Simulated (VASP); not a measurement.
The system is Ca4As3.

```
Ca As
1.0
     5.79321    0.00000    0.00000
    -2.89660    5.01707    0.00000
     0.00000    0.00000    6.80522
Ca As
4 3
Direct
  0.33333 0.66667 0.77719
  0.33333 0.66667 0.22281
  0.66667 0.33333 0.22281
  0.66667 0.33333 0.77719
  0.65583 0.00000 0.00000
  0.00000 0.65583 0.00000
  0.34417 0.34417 0.00000
```

```yaml
Program: VASP 6.6.1
Task: relaxation of cell and atoms
Functional: PBE
Potentials_or_basis: VASP PAW PBE potentials, release 64 (Ca_sv, As)
Cutoff: 600 eV
k_mesh: 3 × 3 × 4
Occupations: gaussian, width 0.1 eV
Spin: no spin polarisation
```

At the start: pressure 27.9 GPa; volume 28.26 Å³/atom.

Question: How do energy, volume and symmetry change on relaxing?

Answer: Over 19 steps the energy falls by 1132.7 meV/atom and the volume is 37.52 Å³/atom (+32.8 %); space group P-62m (No. 189, to 0.05 Å).

Step by step:
| step | energy change (eV) | largest force (eV/Å) | pressure (GPa) | volume (Å³) |
| --- | --- | --- | --- | --- |
| 1 | 0.0000 | 6.0844 | 27.90 | 197.79 |
| 2 | -4.7039 | 1.4204 | -4.86 | 374.42 |
| 3 | -7.4089 | 0.4566 | -0.58 | 279.74 |
| 4 | -7.4179 | 0.5010 | -0.31 | 277.34 |
| 5 | -7.4210 | 0.5504 | -0.01 | 274.82 |
| 6 | -7.4760 | 0.5586 | -0.03 | 275.02 |
| 7 | -7.6306 | 0.5234 | -0.10 | 275.61 |
| 8 | -7.8470 | 0.2807 | -0.22 | 276.79 |
| 9 | -7.4725 | 1.0374 | 0.50 | 279.04 |
| 10 | -7.8773 | 0.1501 | -0.26 | 277.16 |
| 11 | -7.8814 | 0.0807 | -0.25 | 277.36 |
| 12 | -7.8969 | 0.2030 | 0.26 | 269.88 |
| 13 | -7.8969 | 0.2016 | 0.25 | 269.97 |
| 14 | -7.9081 | 0.1581 | 0.07 | 269.41 |
| 15 | -7.9105 | 0.1237 | -0.04 | 269.03 |
| 16 | -7.9178 | 0.0877 | -0.12 | 268.34 |
| 17 | -7.9258 | 0.0424 | -0.31 | 266.24 |
| 18 | -7.9285 | 0.0154 | 0.00 | 262.00 |
| 19 | -7.9286 | 0.0194 | -0.04 | 262.62 |

Final structure:
```
CELL_PARAMETERS angstrom
6.33896 0.00000 0.00000
-3.16948 5.48970 0.00000
0.00000 0.00000 7.54678
ATOMIC_POSITIONS crystal
Ca 0.33333 0.66667 0.76103
Ca 0.33333 0.66667 0.23897
Ca 0.66667 0.33333 0.23897
Ca 0.66667 0.33333 0.76103
As 0.73678 0.00000 0.00000
As 0.00000 0.73678 0.00000
As 0.26322 0.26322 0.00000
```

Caveat: the k points lie up to 0.38 Å⁻¹ apart in the final cell; the volume moved by over 15 % at a fixed basis, so the end points are rough.
